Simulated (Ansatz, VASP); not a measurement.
**Yb: VASP beside Ansatz**

```xyz
2
Lattice="3.8799 0.0000 0.0000 -1.9400 3.3601 0.0000 0.0000 0.0000 6.3859" Properties=species:S:1:pos:R:3 pbc="T T T"
Yb    0.0000    2.2401    1.5965
Yb    1.9400    1.1200    4.7894
```

Alike in both runs: task single point; functional RPBE; k mesh 7 × 7 × 4; no spin polarisation.

|  | VASP | Ansatz |
| --- | --- | --- |
| version | VASP 6.6.1 | Ansatz 0.2.0 |
| potentials or method | VASP PAW PBE potentials, release 64 (Yb), cutoff 600 eV | plane waves, PAW |
| occupations | fermi-dirac, width 0.1 eV | fermi-dirac |
| valence electrons in the cell | 48 | 48 |

|  | VASP | Ansatz | Ansatz less VASP |
| --- | --- | --- | --- |
| pressure (GPa) | 0.1 | -1.0 | -1.09 |
| traceless stress, the component that is largest in VASP (GPa) | 0.24 | 0.21 | -0.027 |

VASP's potentials were made for PBE, not for RPBE.

Neither program's run includes spin-orbit coupling.
